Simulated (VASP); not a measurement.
# Si3B4 (P-3m1) in VASP: single point with PBE

Aim: the single point of Si3B4 with PBE.

Program: VASP 6.6.1. These are calculated values, not measurements. Logs are shortened: lines on timing, memory, paths and dates and some standing lists are left out, and cuts for length are marked.

### Step 1. The cell of the first run

Symmetry: P-3m1, No. 164, trigonal system. The conventional cell has a = 3.999 Å, b = 3.999 Å, c = 5.232 Å, α = 90.00°, β = 90.00°, γ = 120.00°. Si (site symmetry 3m) has 6 B at 2.28 to 2.40 Å and 6 Si at 2.65 to 3.03 Å within 3.1 Å. Within 2.7 Å of Si (site symmetry -3m) lie 8 B at 2.00 to 2.62 Å. B (site symmetry 2/m) has 4 Si at 2.00 to 2.28 Å and 4 B at 2.00 Å within 2.6 Å. B (site symmetry -3m) has 8 Si at 2.40 to 2.62 Å and 12 B at 3.29 Å within 3.3 Å.

The cell was built from a structure type or drawn by symmetry, and may not be a known phase.

### Step 2. Single point, PBE

Contents of INCAR:

```
SYSTEM = Si3B4
ALGO = Normal
EDIFF = 1E-6
ENCUT = 500
GGA = PE
GGA_COMPAT = .FALSE.
ISIF = 2
ISMEAR = 0
LASPH = .TRUE.
LCHARG = .FALSE.
LREAL = .FALSE.
LWAVE = .FALSE.
NBANDS = 21
NELM = 120
PREC = Accurate
SIGMA = 0.2
```

Contents of KPOINTS:

```
k-points
0
G
  5 5 2
  0 0 0
```

Contents of POSCAR:

```
Si3B4
1.0
    3.9987198571      0.0000000000      0.0000000000
   -1.9993599286      3.4629929789      0.0000000000
    0.0000000000      0.0000000000      5.2319851279
Si B
3 4
Direct
    0.3333333333      0.6666666667      0.1237716172
    0.6666666667      0.3333333333      0.8762283828
    0.0000000000      0.0000000000      0.5000000000
    0.5000000000      0.0000000000      0.5000000000
    0.0000000000      0.5000000000      0.5000000000
    0.5000000000      0.5000000000      0.5000000000
    0.0000000000      0.0000000000      0.0000000000
```

Potentials or basis: VASP PAW PBE potentials, release 64 (Si, B).

The run is started by

```bash
> cat potpaw_PBE.64/Si/POTCAR potpaw_PBE.64/B/POTCAR > POTCAR
> mpirun -np 1 vasp_std > vasp.out
```

OUTCAR:

```text
SYSTEM = Si3B4
   EDIFF = 1E-6
   ENCUT = 500
   GGA = PE
   ISIF = 2
   ISMEAR = 0
   LASPH = .TRUE.
   LREAL = .FALSE.
   NELM = 120
   PREC = Accurate

 ion  position               nearest neighbor table
   1  0.333  0.667  0.124-   5 2.28   4 2.28   6 2.28   7 2.40   7 2.40   7 2.40   2 2.65   2 2.65
                             2 2.65   3 3.03   3 3.03   3 3.03
   2  0.667  0.333  0.876-   5 2.28   4 2.28   6 2.28   7 2.40   7 2.40   7 2.40   1 2.65   1 2.65
                             1 2.65   3 3.03   3 3.03   3 3.03
   3  0.000  0.000  0.500-   4 2.00   4 2.00   6 2.00   6 2.00   5 2.00   5 2.00   7 2.62   7 2.62
                             1 3.03   2 3.03   2 3.03   1 3.03   1 3.03   2 3.03
   4  0.500  0.000  0.500-   3 2.00   3 2.00   5 2.00   5 2.00   6 2.00   6 2.00   1 2.28   2 2.28

   5  0.000  0.500  0.500-   6 2.00   6 2.00   4 2.00   4 2.00   3 2.00   3 2.00   1 2.28   2 2.28

   6  0.500  0.500  0.500-   5 2.00   5 2.00   3 2.00   3 2.00   4 2.00   4 2.00   1 2.28   2 2.28

   7  0.000  0.000  0.000-   1 2.40   2 2.40   2 2.40   1 2.40   2 2.40   1 2.40   3 2.62   3 2.62

  LATTYP: Found a hexagonal cell.
 ALAT       =     3.9987198571
 C/A-ratio  =     1.3084150215

  Lattice vectors:

 A1 = (   3.9987198571,   0.0000000000,   0.0000000000)
 A2 = (  -1.9993599286,   3.4629929789,   0.0000000000)
 A3 = (   0.0000000000,   0.0000000000,   5.2319851279)

Analysis of symmetry for initial positions (statically):
=====================================================================
 Subroutine PRICEL returns:
 Original cell was already a primitive cell.

 Routine SETGRP: Setting up the symmetry group for a
 hexagonal supercell.

 Subroutine GETGRP returns: Found 12 space group operations
 (whereof 12 operations were pure point group operations)
 out of a pool of 24 trial point group operations.

The static configuration has the point symmetry D_3d.

Analysis of symmetry for dynamics (positions and initial velocities):
=====================================================================
 Subroutine PRICEL returns:
 Original cell was already a primitive cell.

 Routine SETGRP: Setting up the symmetry group for a
 hexagonal supercell.

 Subroutine GETGRP returns: Found 12 space group operations
 (whereof 12 operations were pure point group operations)
 out of a pool of 24 trial point group operations.

The dynamic configuration has the point symmetry D_3d.

 Subroutine INISYM returns: Found 12 space group operations
 (whereof 12 operations are pure point group operations),
 and found     1 'primitive' translations

----------------------------------------------------------------------------------------

                                     Primitive cell

  volume of cell :      72.4501

  direct lattice vectors                    reciprocal lattice vectors
     3.998719857  0.000000000  0.000000000     0.250080035  0.144383775  0.000000000
    -1.999359929  3.462992979  0.000000000     0.000000000  0.288767551  0.000000000
     0.000000000  0.000000000  5.231985128     0.000000000  0.000000000  0.191132042

  length of vectors
     3.998719857  3.998719857  5.231985128     0.288767551  0.288767551  0.191132042

  position of ions in fractional coordinates (direct lattice)
     0.333333333  0.666666667  0.123771617
     0.666666667  0.333333333  0.876228383
     0.000000000  0.000000000  0.500000000
     0.500000000  0.000000000  0.500000000
     0.000000000  0.500000000  0.500000000
     0.500000000  0.500000000  0.500000000
     0.000000000  0.000000000  0.000000000

  ion indices of the primitive-cell ions
   primitive index   ion index
                 1           1
                 2           2
                 3           3
                 4           4
                 5           5
                 6           6
                 7           7

----------------------------------------------------------------------------------------

 KPOINTS: k-points

Automatic generation of k-mesh.
 Grid dimensions read from file:
 generate k-points for:    5    5    2

 Generating k-lattice:

  Cartesian coordinates                     Fractional coordinates (reciprocal lattice)
     0.050016007  0.028876755  0.000000000     0.200000000  0.000000000  0.000000000
     0.000000000  0.057753510  0.000000000     0.000000000  0.200000000  0.000000000
     0.000000000  0.000000000  0.095566021     0.000000000  0.000000000  0.500000000

  Length of vectors
     0.057753510  0.057753510  0.095566021

  Shift w.r.t. Gamma in fractional coordinates (k-lattice)
     0.000000000  0.000000000  0.000000000

 Subroutine IBZKPT returns following result:
 ===========================================

 Found     10 irreducible k-points:

 Following reciprocal coordinates:
            Coordinates               Weight
  0.000000  0.000000  0.000000      1.000000
  0.200000  0.000000  0.000000      6.000000
  0.400000  0.000000  0.000000      6.000000
  0.200000  0.200000  0.000000      6.000000
  0.400000  0.200000  0.000000      6.000000
  0.000000  0.000000  0.500000      1.000000
  0.200000  0.000000  0.500000      6.000000
  0.400000  0.000000  0.500000      6.000000
  0.200000  0.200000  0.500000      6.000000
  0.400000  0.200000  0.500000      6.000000
   k-points           NKPTS =     10   k-points in BZ     NKDIM =     10   number of bands    NBANDS=     21
   number of dos      NEDOS =    301   number of ions     NIONS =      7
   total plane-waves  NPLWV =  36000
   dimension x,y,z NGX =    30 NGY =   30 NGZ =   40
   dimension x,y,z NGXF=    60 NGYF=   60 NGZF=   80
   ions per type =               3   4
   NGX,Y,Z   is equivalent  to a cutoff of  12.47, 12.47, 12.71 a.u.
   NGXF,Y,Z  is equivalent  to a cutoff of  24.94, 24.94, 25.42 a.u.
 SYSTEM =  Si3B4
   PREC   = accura    normal or accurate (medium, high low for compatibility)
   ISTART =      0    job   : 0-new  1-cont  2-samecut
   ICHARG =      2    charge: 1-file 2-atom 10-const
   ISPIN  =      1    spin polarized calculation?
   LNONCOLLINEAR =      F non collinear calculations
   LSORBIT =      F    spin-orbit coupling
   LASPH  =      T    aspherical Exc in radial PAW
   ENCUT  =  500.0 eV  36.75 Ry    6.06 a.u.   7.29  7.29  9.54*2*pi/ulx,y,z
   NELM   =    120;   NELMIN=  2; NELMDL= -5     # of ELM steps
   EDIFF  = 0.1E-05   stopping-criterion for ELM
   LREAL  =      F    real-space projection
   EDIFFG = 0.1E-04   stopping-criterion for IOM
   NSW    =      0    number of steps for IOM
   IBRION =     -1    ionic relax: 0-MD 1-quasi-New 2-CG
   NFREE  =      0    steps in history (QN), initial steepest desc. (CG)
   ISIF   =      2    stress and relaxation
   ISYM   =      2    0-nonsym 1-usesym 2-fastsym
   POTIM  = 0.5000    time-step for ionic-motion
   TEBEG  =    0.0;   TEEND  =   0.0 temperature during run
   PSTRESS=    0.0 pullay stress
   NELECT =      24.0000    total number of electrons
   NUPDOWN=      -1.0000    fix difference up-down
   EMIN   =  10.00;   EMAX   =-10.00  energy-range for DOS
   EFERMI =   0.00;   METHOD = LEGACY
   ISMEAR =     0;   SIGMA  =   0.20  broadening in eV -4-tet -1-fermi 0-gaus
   EFERMI_NEDOS =   21; number of points for ismear=-14 and -15
   IALGO  =     38    algorithm
   IMIX   =      4    mixing-type and parameters
     AMIX     =   0.40;   BMIX     =  1.00
     AMIX_MAG =   1.60;   BMIX_MAG =  1.00
  volume/ion in A,a.u.               =      10.35        69.85
  Fermi-wavevector in a.u.,A,eV,Ry     =   1.132745  2.140578 17.457793  1.283112
  Thomas-Fermi vector in A             =   2.269447
   LORBIT       =      0    0 simple, 1 ext, 2 COOP (PROOUT), +10 PAW based schemes
   GGA     = PE    functional components
   LHFCALC =     F    Hartree Fock is set to
   AEXX    =    0.0000 exact exchange contribution
   IVDW    =     0    specifies the selected vdW correction
   LEPSILON=     F    determine dielectric tensor
   LRPA    =     F    only Hartree local field effects (RPA)
 non-spin polarized calculation
 Gauss-broadening in eV      SIGMA  =   0.20
  energy-cutoff  :      500.00
  volume of cell :       72.45
 maximum number of plane-waves:      1844
 NGX is ok and might be reduce to    30
   NGX = 15   NGY = 15   NGZ = 19

 number of electron      23.9999999 magnetization

 Free energy of the ion-electron system (eV)
  ---------------------------------------------------
  ext. energy  EPLUGINS =         0.00000000
  ---------------------------------------------------
  free energy    TOTEN  =       -35.77022713 eV

  energy without entropy =      -35.72006595  energy(sigma->0) =      -35.74514654

 E-fermi :   8.7969     XC(G=0): -11.4099

 val. band max:        8.7431604512   @ k =   0.2000   0.0000   0.0000
 cond. band min:       8.9019897571   @ k =   0.4000   0.2000   0.0000
 fundamental gap:      0.1588293059
 Fermi energy:         8.7968957546

 k-point     1 :       0.0000    0.0000    0.0000
  band No.  band energies     occupation
      1      -6.9298      2.00000
      2      -2.0411      2.00000
      3      -0.9490      2.00000
      4       1.8295      2.00000
      5       1.8295      2.00000
      6       2.3238      2.00000
[... 13 lines left out ...]
     20      13.3190      0.00000
     21      13.6479      0.00000

 k-point     2 :       0.2000    0.0000    0.0000
  band No.  band energies     occupation
      1      -6.5099      2.00000
      2      -1.6192      2.00000
      3      -1.0619      2.00000
      4       0.1592      2.00000
      5       1.3959      2.00000
      6       1.8323      2.00000
[... 13 lines left out ...]
     20      13.8446      0.00000
     21      15.0664      0.00000
[... 151 lines left out ...]
      5       1.8272      2.00000
      6       1.8647      2.00000
[... 13 lines left out ...]
     20      14.4475      0.00000
     21      15.0342      0.00000

 k-point    10 :       0.4000    0.2000    0.5000
  band No.  band energies     occupation
      1      -3.7587      2.00000
      2      -3.7023      2.00000
      3      -1.9769      2.00000
      4      -0.6553      2.00000
      5      -0.6404      2.00000
      6       1.4297      2.00000
[... 13 lines left out ...]
     20      15.8865      0.00000
     21      15.9279      0.00000

------------------------ aborting loop because EDIFF is reached ----------------------------------------

  FORCE on cell =-STRESS in cart. coord.  units (eV):
  Direction    XX          YY          ZZ          XY          YZ          ZX
  --------------------------------------------------------------------------------------
  -------------------------------------------------------------------------------------
  Total       -0.2540964     -0.2540964     -0.0994307      0.0000000      0.0000000      0.0000000
  in kB       -5.6191428     -5.6191428     -2.1988312      0.0000000      0.0000000      0.0000000
  external PRESSURE =      -4.4790390 kB  Pullay stress =       0.0000000 kB

 VOLUME and BASIS-vectors are now :
 -----------------------------------------------------------------------------
  energy-cutoff  :      500.00
  volume of cell :       72.45
      direct lattice vectors                 reciprocal lattice vectors
     3.998719857  0.000000000  0.000000000     0.250080035  0.144383775  0.000000000
    -1.999359929  3.462992979  0.000000000     0.000000000  0.288767551  0.000000000
     0.000000000  0.000000000  5.231985128     0.000000000  0.000000000  0.191132042

 POSITION                                       TOTAL-FORCE (eV/Angst)
 -----------------------------------------------------------------------------------
     -0.00000      2.30866      0.64757        -0.000000      0.000000     -0.025579
      1.99936      1.15433      4.58441         0.000000      0.000000      0.025579
      0.00000      0.00000      2.61599         0.000000      0.000000     -0.000000
      1.99936      0.00000      2.61599         0.000000      0.000000     -0.000000
     -0.99968      1.73150      2.61599         0.000000      0.000000     -0.000000
      0.99968      1.73150      2.61599         0.000000      0.000000     -0.000000
      0.00000      0.00000      0.00000         0.000000      0.000000     -0.000000
 -----------------------------------------------------------------------------------
    total drift:                               -0.000000      0.000000      0.000000

  FREE ENERGIE OF THE ION-ELECTRON SYSTEM (eV)
  ---------------------------------------------------
  free  energy   TOTEN  =       -35.7702271253 eV

  energy  without entropy=      -35.7200659512  energy(sigma->0) =      -35.74514654
```

Wall time 10 s (1 thread of Intel Xeon 6975P-C (Granite Rapids), shared host); peak memory 0.17 GiB.

What came out:

```yaml
Free_energy: -35.7702 eV
Pressure: -0.4 GPa
Largest_force: 0.026 eV/Å
Band_gap_on_the_k_mesh: zero (bands 12 and 13 overlap by 2.51 eV)
```

Forces in eV/Å, atoms in the order of the input:
```
Si   0.000  0.000 -0.026
Si   0.000  0.000  0.026
Si   0.000  0.000  0.000
B    0.000  0.000  0.000
B    0.000  0.000  0.000
B    0.000  0.000  0.000
B    0.000  0.000  0.000
```

Caveat: the k points lie up to 0.60 Å⁻¹ apart, too coarse for converged energies and pressures of a metal.
